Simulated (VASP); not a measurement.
## ZnS: single point with PBE

The system is ZnS.

```xyz
6
Lattice="1.9031 1.0987 9.3519 -1.9031 1.0987 9.3519 0.0000 -2.1975 9.3519" Properties=species:S:1:pos:R:3 pbc="T T T"
Zn   -0.0238    0.0028   12.5314
Zn    0.0028    0.0012    6.2625
Zn   -0.0274    0.0292   28.0538
S    -0.0099    0.0221    8.6199
S    -0.0019    0.0490   14.7779
S    -0.0099   -0.0277    2.3320
```

This cell differs from its parent crystal: atoms moved at random.

```
Program             : VASP 6.6.1
Task                : single point
Functional          : PBE
Potentials or basis : VASP PAW PBE potentials, release 64 (Zn, S)
Cutoff              : 520 eV
k mesh              : 8 × 8 × 8
Occupations         : fermi-dirac, width 0.05 eV
Spin                : no spin polarisation
```

* Pressure: 2.6 GPa
* Largest force: 0.864 eV/Å
* Band gap on the k mesh: 2.12 eV

Forces on the atoms (eV/Å):
```
Zn   0.077 -0.147 -0.763
Zn  -0.028  0.232  0.020
Zn   0.114 -0.054  0.242
S   -0.106  0.032 -0.508
S    0.022 -0.263  0.823
S   -0.079  0.200  0.185
```

Stress tensor (GPa, compression positive):
```
2.79 0.03 0.15
0.03 1.68 0.06
0.15 0.06 3.42
```

Levels at points of the mesh, in eV from the valence-band top:
| k point | band 24 | band 25 | band 26 | band 27 | band 28 | band 29 | band 30 | band 31 |
| --- | --- | --- | --- | --- | --- | --- | --- | --- |
| (0.00, 0.00, 0.00) | -0.69 | -0.13 | -0.02 | 0.00 | 2.12 | 3.33 | 3.45 | 6.25 |
| (0.50, 0.00, 0.00) | -2.06 | -1.94 | -1.40 | -0.87 | 3.30 | 3.80 | 3.96 | 4.80 |
| (0.00, 0.50, 0.00) | -2.06 | -1.94 | -1.39 | -0.87 | 3.33 | 3.81 | 3.93 | 4.80 |
| (0.00, 0.00, 0.50) | -2.07 | -1.95 | -1.30 | -0.87 | 3.28 | 3.77 | 3.96 | 4.73 |
| (0.50, 0.50, 0.00) | -1.88 | -1.44 | -1.37 | -1.15 | 3.19 | 3.60 | 4.24 | 4.84 |
| (0.50, 0.00, 0.50) | -1.93 | -1.44 | -1.37 | -1.13 | 3.19 | 3.62 | 4.28 | 4.94 |
| (0.00, 0.50, 0.50) | -1.93 | -1.44 | -1.37 | -1.13 | 3.21 | 3.62 | 4.26 | 4.95 |
| (0.50, 0.50, 0.50) | -0.42 | -0.40 | -0.19 | -0.13 | 3.11 | 3.19 | 3.51 | 6.02 |

Run time: 2.7 h on 1 thread of Oxide Virtual Turin-like Processor, on a shared host, peak memory 1.2 GiB.

Caveat: the cell differs from its parent crystal (atoms moved at random). A k mesh can miss the band edges.
